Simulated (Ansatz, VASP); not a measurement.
W: VASP beside Ansatz

```
CELL_PARAMETERS angstrom
0.00000 2.77607 2.77607
2.77607 0.00000 2.77607
2.77607 2.77607 0.00000
ATOMIC_POSITIONS crystal
W 0.12500 0.12500 0.12500
W 0.87500 0.87500 0.87500
```

Alike in both runs: task relaxation of cell and atoms; functional BLYP; k mesh 10 × 10 × 10; occupations fermi-dirac, width 0.1 eV; no spin polarisation.

```csv
,VASP,Ansatz
version,VASP 6.6.1,Ansatz 0.2.0
potentials or method,"VASP PAW PBE potentials, release 64 (W_sv), cutoff 600 eV","plane waves (420 eV) with PAW, scalar-relativistic"
valence electrons in the cell,28,28
```

|  | VASP | Ansatz | Ansatz less VASP |
| --- | --- | --- | --- |
| relaxed volume (Å³/atom) | 26.05 | 25.87 | -0.185 |
| relaxed cell length with the largest relative difference (Å) | 4.192 | 4.182 | -0.0100 |

VASP's potentials were made for PBE, not for BLYP.

Spin-orbit coupling is off throughout. Noted on VASP's run: the volume moved by over 15 % at a fixed basis, so the end points are rough.
